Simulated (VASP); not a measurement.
# SiMo12 in VASP: single point with PBE

Aim: the single point of SiMo12 with PBE.

All numbers are computed with VASP 6.6.1; they aren't measurements. Logs are shortened: lines on timing, memory, paths and dates and some standing lists are left out, and cuts for length are marked.

### Step 1. The cell of the first run

The cell holds a slab with vacuum, 13 atoms: a = 5.474 Å, b = 5.474 Å, c = 19.808 Å, α = 90.00°, β = 90.00°, γ = 109.47°.

### Step 2. Single point, PBE

INCAR reads:

```
  PREC = Accurate
  ENCUT = 520
  EDIFF = 1E-7
  ISMEAR = 0
  SIGMA = 0.1
  LREAL = F
  LASPH = T
  NELM = 60
  ALGO = Normal
  ISIF = 2
  LWAVE = F
  LCHARG = F
  LDIPOL = T
  IDIPOL = 3
  DIPOL = 0.5 0.5 0.326
  GGA = PE
  NBANDS = 98
```

KPOINTS reads:

```
Automatic mesh
0
Gamma
  5 5 1
```

POSCAR reads:

```
SiMo12
1.0
    5.4740909335      0.0000000000      0.0000000000
   -1.8246969778      5.1610224265      0.0000000000
    0.0000000000      0.0000000000     19.8082441207
Mo Si
12 1
Direct
    0.2500000000      0.2500000000      0.2019361219
    0.2500000000      0.7500000000      0.2019361219
    0.7500000000      0.2500000000      0.2019361219
    0.7500000000      0.7500000000      0.2019361219
    0.0000000000      0.0000000000      0.3106875864
    0.0000000000      0.5000000000      0.3106875864
    0.5000000000      0.0000000000      0.3106875864
    0.5000000000      0.5000000000      0.3106875864
    0.2500000000      0.2500000000      0.4194336494
    0.2500000000      0.7500000000      0.4194336494
    0.7500000000      0.2500000000      0.4194336494
    0.7500000000      0.7500000000      0.4194336494
    0.5000000000      0.5000000000      0.5118237999
```

Potentials or basis: VASP PAW PBE potentials, release 64 (Mo_sv, Si).

Started as:

```sh
$ cat potpaw_PBE.64/Mo_sv/POTCAR potpaw_PBE.64/Si/POTCAR > POTCAR
$ mpirun -np 1 vasp_std > vasp.out
```

OUTCAR:

```text
PREC = Accurate
   ENCUT = 520
   EDIFF = 1E-7
   ISMEAR = 0
   LREAL = F
   LASPH = T
   NELM = 60
   ISIF = 2
   GGA = PE

 ion  position               nearest neighbor table
   1  0.250  0.250  0.202-   5 2.67   8 2.67   2 2.74   2 2.74   3 2.74   3 2.74   7 3.10   6 3.10
                             4 3.16   4 3.16
   2  0.250  0.750  0.202-   6 2.67   7 2.67   1 2.74   1 2.74   4 2.74   4 2.74   5 3.10   8 3.10
                             3 3.16   3 3.16
   3  0.750  0.250  0.202-   6 2.67   7 2.67   4 2.74   4 2.74   1 2.74   1 2.74   5 3.10   8 3.10
                             2 3.16   2 3.16
   4  0.750  0.750  0.202-   5 2.67   8 2.67   3 2.74   3 2.74   2 2.74   2 2.74   7 3.10   6 3.10
                             1 3.16   1 3.16
   5  0.000  0.000  0.311-   9 2.67  12 2.67   1 2.67   4 2.67   6 2.74   6 2.74   7 2.74   7 2.74
                            11 3.10  10 3.10   3 3.10   2 3.10   8 3.16   8 3.16
   6  0.000  0.500  0.311-  10 2.67  11 2.67   2 2.67   3 2.67   5 2.74   5 2.74   8 2.74   8 2.74
                             9 3.10  12 3.10   1 3.10   4 3.10   7 3.16   7 3.16
   7  0.500  0.000  0.311-  10 2.67  11 2.67   2 2.67   3 2.67   8 2.74   8 2.74   5 2.74   5 2.74
                             9 3.10  12 3.10   1 3.10   4 3.10   6 3.16   6 3.16
   8  0.500  0.500  0.311-   9 2.67  12 2.67   1 2.67   4 2.67   7 2.74   7 2.74   6 2.74   6 2.74
                            11 3.10  10 3.10   3 3.10   2 3.10   5 3.16   5 3.16
   9  0.250  0.250  0.419-  13 2.42   8 2.67   5 2.67  10 2.74  10 2.74  11 2.74  11 2.74   6 3.10
                             7 3.10  12 3.16  12 3.16
  10  0.250  0.750  0.419-   6 2.67   7 2.67   9 2.74   9 2.74  12 2.74  12 2.74  13 2.89   8 3.10
                             5 3.10  11 3.16  11 3.16
  11  0.750  0.250  0.419-   6 2.67   7 2.67  12 2.74  12 2.74   9 2.74   9 2.74  13 2.89   8 3.10
                             5 3.10  10 3.16  10 3.16
  12  0.750  0.750  0.419-  13 2.42   8 2.67   5 2.67  11 2.74  11 2.74  10 2.74  10 2.74   6 3.10
                             7 3.10   9 3.16   9 3.16
  13  0.500  0.500  0.512-   9 2.42  12 2.42  11 2.89  10 2.89

  LATTYP: Found a base centered orthorhombic cell.
 ALAT       =     6.3209357480
 B/A-ratio  =     1.4142135624
 C/A-ratio  =     3.1337518542

  Lattice vectors:

 A1 = (   5.4740909335,   0.0000000000,   0.0000000000)
 A2 = (  -1.8246969778,   5.1610224265,   0.0000000000)
 A3 = (   0.0000000000,   0.0000000000,  19.8082441207)

Analysis of symmetry for initial positions (statically):
=====================================================================
 Subroutine PRICEL returns:
 Original cell was already a primitive cell.

 Routine SETGRP: Setting up the symmetry group for a
 base centered orthorhombic supercell.

 Subroutine GETGRP returns: Found  4 space group operations
 (whereof  4 operations were pure point group operations)
 out of a pool of  8 trial point group operations.

The static configuration has the point symmetry C_2v.

Analysis of symmetry for dynamics (positions and initial velocities):
=====================================================================
 Subroutine PRICEL returns:
 Original cell was already a primitive cell.

 Routine SETGRP: Setting up the symmetry group for a
 base centered orthorhombic supercell.

 Subroutine GETGRP returns: Found  4 space group operations
 (whereof  4 operations were pure point group operations)
 out of a pool of  8 trial point group operations.

The dynamic configuration has the point symmetry C_2v.

 Subroutine INISYM returns: Found  4 space group operations
 (whereof  4 operations are pure point group operations),
 and found     1 'primitive' translations

----------------------------------------------------------------------------------------

                                     Primitive cell

  volume of cell :     559.6207

  direct lattice vectors                    reciprocal lattice vectors
     5.474090934  0.000000000  0.000000000     0.182678734  0.064586686  0.000000000
    -1.824696978  5.161022426  0.000000000     0.000000000  0.193760057  0.000000000
     0.000000000  0.000000000 19.808244121     0.000000000  0.000000000  0.050484030

  length of vectors
     5.474090934  5.474090933 19.808244121     0.193760057  0.193760057  0.050484030

  position of ions in fractional coordinates (direct lattice)
     0.250000000  0.250000000  0.201936122
     0.250000000  0.750000000  0.201936122
     0.750000000  0.250000000  0.201936122
     0.750000000  0.750000000  0.201936122
     0.000000000  0.000000000  0.310687586
     0.000000000  0.500000000  0.310687586
     0.500000000  0.000000000  0.310687586
     0.500000000  0.500000000  0.310687586
     0.250000000  0.250000000  0.419433649
     0.250000000  0.750000000  0.419433649
     0.750000000  0.250000000  0.419433649
     0.750000000  0.750000000  0.419433649
     0.500000000  0.500000000  0.511823800

  ion indices of the primitive-cell ions
   primitive index   ion index
                 1           1
                 2           2
                 3           3
                 4           4
                 5           5
                 6           6
                 7           7
                 8           8
                 9           9
                10          10
                11          11
                12          12
                13          13

----------------------------------------------------------------------------------------

 KPOINTS: Automatic mesh

Automatic generation of k-mesh.
 Grid dimensions read from file:
 generate k-points for:    5    5    1

 Generating k-lattice:

  Cartesian coordinates                     Fractional coordinates (reciprocal lattice)
     0.036535747  0.012917337  0.000000000     0.200000000  0.000000000  0.000000000
     0.000000000  0.038752011  0.000000000     0.000000000  0.200000000  0.000000000
     0.000000000  0.000000000  0.050484030     0.000000000  0.000000000  1.000000000

  Length of vectors
     0.038752011  0.038752011  0.050484030

  Shift w.r.t. Gamma in fractional coordinates (k-lattice)
     0.000000000  0.000000000  0.000000000

 Subroutine IBZKPT returns following result:
 ===========================================

 Found      9 irreducible k-points:

 Following reciprocal coordinates:
            Coordinates               Weight
  0.000000  0.000000  0.000000      1.000000
  0.200000  0.000000  0.000000      4.000000
  0.400000  0.000000  0.000000      4.000000
  0.200000  0.200000  0.000000      2.000000
  0.400000  0.200000  0.000000      4.000000
 -0.400000  0.200000  0.000000      4.000000
 -0.200000  0.200000  0.000000      2.000000
  0.400000  0.400000  0.000000      2.000000
 -0.400000  0.400000  0.000000      2.000000
   k-points           NKPTS =      9   k-points in BZ     NKDIM =      9   number of bands    NBANDS=     98
   number of dos      NEDOS =    301   number of ions     NIONS =     13
   total plane-waves  NPLWV = 264600
   dimension x,y,z NGX =    42 NGY =   42 NGZ =  150
   dimension x,y,z NGXF=    84 NGYF=   84 NGZF=  300
   ions per type =              12   1
   NGX,Y,Z   is equivalent  to a cutoff of  12.76, 12.76, 12.59 a.u.
   NGXF,Y,Z  is equivalent  to a cutoff of  25.51, 25.51, 25.18 a.u.
 SYSTEM =  unknown system
   PREC   = accura    normal or accurate (medium, high low for compatibility)
   ISTART =      0    job   : 0-new  1-cont  2-samecut
   ICHARG =      2    charge: 1-file 2-atom 10-const
   ISPIN  =      1    spin polarized calculation?
   LNONCOLLINEAR =      F non collinear calculations
   LSORBIT =      F    spin-orbit coupling
   LASPH  =      T    aspherical Exc in radial PAW
   ENCUT  =  520.0 eV  38.22 Ry    6.18 a.u.  10.18 10.18 36.83*2*pi/ulx,y,z
   NELM   =     60;   NELMIN=  2; NELMDL= -5     # of ELM steps
   EDIFF  = 0.1E-06   stopping-criterion for ELM
   LREAL  =      F    real-space projection
   EDIFFG = 0.1E-05   stopping-criterion for IOM
   NSW    =      0    number of steps for IOM
   IBRION =     -1    ionic relax: 0-MD 1-quasi-New 2-CG
   NFREE  =      0    steps in history (QN), initial steepest desc. (CG)
   ISIF   =      2    stress and relaxation
   ISYM   =      2    0-nonsym 1-usesym 2-fastsym
   POTIM  = 0.5000    time-step for ionic-motion
   TEBEG  =    0.0;   TEEND  =   0.0 temperature during run
   PSTRESS=    0.0 pullay stress
   NELECT =     172.0000    total number of electrons
   NUPDOWN=      -1.0000    fix difference up-down
   EMIN   =  10.00;   EMAX   =-10.00  energy-range for DOS
   EFERMI =   0.00;   METHOD = LEGACY
   ISMEAR =     0;   SIGMA  =   0.10  broadening in eV -4-tet -1-fermi 0-gaus
   EFERMI_NEDOS =   21; number of points for ismear=-14 and -15
   IALGO  =     38    algorithm
   IMIX   =      4    mixing-type and parameters
     AMIX     =   0.40;   BMIX     =  1.00
     AMIX_MAG =   1.60;   BMIX_MAG =  1.00
  volume/ion in A,a.u.               =      43.05       290.50
  Fermi-wavevector in a.u.,A,eV,Ry     =   1.104807  2.087782 16.607250  1.220598
  Thomas-Fermi vector in A             =   2.241285
   LORBIT       =      0    0 simple, 1 ext, 2 COOP (PROOUT), +10 PAW based schemes
   GGA     = PE    functional components
   LHFCALC =     F    Hartree Fock is set to
   AEXX    =    0.0000 exact exchange contribution
   IVDW    =     0    specifies the selected vdW correction
   LEPSILON=     F    determine dielectric tensor
   LRPA    =     F    only Hartree local field effects (RPA)
 non-spin polarized calculation
 Gauss-broadening in eV      SIGMA  =   0.10
  energy-cutoff  :      520.00
  volume of cell :      559.62
 maximum number of plane-waves:     15102
 NGX is ok and might be reduce to    42
   NGX = 21   NGY = 21   NGZ = 73

 dipolmoment           0.000000      0.000000     -0.063259 electrons x Angstroem

 number of electron     171.9999986 magnetization

 dipolmoment           0.000000      0.000000      0.047071 electrons x Angstroem

 Free energy of the ion-electron system (eV)
  ---------------------------------------------------
  ext. energy  EPLUGINS =         0.00000000
  ---------------------------------------------------
  free energy    TOTEN  =      -127.36599012 eV

  energy without entropy =     -127.30886403  energy(sigma->0) =     -127.33742707

 E-fermi :   1.4375     XC(G=0):  -5.8533

 val. band max:        1.4266441167   @ k =  -0.2000   0.2000   0.0000
 cond. band min:       1.4434326520   @ k =  -0.4000   0.4000   0.0000
 fundamental gap:      0.0167885353
 Fermi energy:         1.4375492106

 k-point     1 :       0.0000    0.0000    0.0000
  band No.  band energies     occupation
      1     -59.7795      2.00000
      2     -59.6126      2.00000
      3     -59.5837      2.00000
      4     -59.5390      2.00000
      5     -59.5163      2.00000
      6     -59.4571      2.00000
[... 90 lines left out ...]
     97       3.1550      0.00000
     98       3.2130      0.00000

 k-point     2 :       0.2000    0.0000    0.0000
  band No.  band energies     occupation
      1     -59.7635      2.00000
      2     -59.6227      2.00000
      3     -59.5873      2.00000
      4     -59.5441      2.00000
      5     -59.5054      2.00000
      6     -59.4513      2.00000
[... 696 lines left out ...]
     97       2.4878      0.00000
     98       2.5606      0.00000

 k-point     9 :      -0.4000    0.4000    0.0000
  band No.  band energies     occupation
      1     -59.6982      2.00000
      2     -59.6281      2.00000
      3     -59.6054      2.00000
      4     -59.5852      2.00000
      5     -59.4576      2.00000
      6     -59.4310      2.00000
[... 90 lines left out ...]
     97       2.3453      0.00000
     98       2.3994      0.00000

------------------------ aborting loop because EDIFF is reached ----------------------------------------

 vacuum level on the upper side and lower side of the slab       (xc-potential included)         0.043        -0.215

  FORCE on cell =-STRESS in cart. coord.  units (eV):
  Direction    XX          YY          ZZ          XY          YZ          ZX
  --------------------------------------------------------------------------------------
  -------------------------------------------------------------------------------------
  Total       -8.2438539     -7.2701132      2.7610530      1.3770773      0.0000000      0.0000000
  in kB      -23.6019092    -20.8141184      7.9048129      3.9425315      0.0000000      0.0000000
  external PRESSURE =     -12.1704049 kB  Pullay stress =       0.0000000 kB

 VOLUME and BASIS-vectors are now :
 -----------------------------------------------------------------------------
  energy-cutoff  :      520.00
  volume of cell :      559.62
      direct lattice vectors                 reciprocal lattice vectors
     5.474090934  0.000000000  0.000000000     0.182678734  0.064586686  0.000000000
    -1.824696978  5.161022426  0.000000000     0.000000000  0.193760057  0.000000000
     0.000000000  0.000000000 19.808244121     0.000000000  0.000000000  0.050484030

 POSITION                                       TOTAL-FORCE (eV/Angst)
 -----------------------------------------------------------------------------------
      0.91235      1.29026      4.00000        -0.056262     -0.079566      0.077958
      0.00000      3.87077      4.00000        -0.000604      0.000427     -0.126929
      3.64939      1.29026      4.00000         0.000604     -0.000427     -0.126929
      2.73705      3.87077      4.00000         0.056262      0.079566      0.077958
      0.00000      0.00000      6.15418        -0.000000      0.000000     -0.534419
     -0.91235      2.58051      6.15418        -0.000000      0.000000     -0.096071
      2.73705      0.00000      6.15418        -0.000000      0.000000     -0.096071
      1.82470      2.58051      6.15418        -0.000000      0.000000     -0.375384
      0.91235      1.29026      8.30824        -0.500846     -0.708303     -0.026954
      0.00000      3.87077      8.30824         0.203872     -0.144159      0.614637
      3.64939      1.29026      8.30824        -0.203872      0.144159      0.614637
      2.73705      3.87077      8.30824         0.500846      0.708303     -0.026954
      1.82470      2.58051     10.13833        -0.000000      0.000000      0.024521
 -----------------------------------------------------------------------------------
    total drift:                                0.000000      0.000000      0.000983

  FREE ENERGIE OF THE ION-ELECTRON SYSTEM (eV)
  ---------------------------------------------------
  free  energy   TOTEN  =      -127.3659901155 eV

  energy  without entropy=     -127.3088640330  energy(sigma->0) =     -127.33742707

 vacuum level on the upper side and lower side of the slab         6.302         6.020
```

Run time: 16 min. Hardware: 1 thread of Intel Xeon 6975P-C (Granite Rapids), shared host; peak memory 0.73 GiB.

What came out:

- Free energy: -127.3660 eV
- Largest force: 0.868 eV/Å
- Band gap on the k mesh: zero (band 86 reaches 2.44 eV, above the bottom of band 87 at 0.97 eV)

Forces in eV/Å, atoms in the order of the input:
```
Mo  -0.056 -0.080  0.078
Mo  -0.001  0.000 -0.127
Mo   0.001  0.000 -0.127
Mo   0.056  0.080  0.078
Mo   0.000  0.000 -0.534
Mo   0.000  0.000 -0.096
Mo   0.000  0.000 -0.096
Mo   0.000  0.000 -0.375
Mo  -0.501 -0.708 -0.027
Mo   0.204 -0.144  0.615
Mo  -0.204  0.144  0.615
Mo   0.501  0.708 -0.027
Si   0.000  0.000  0.025
```
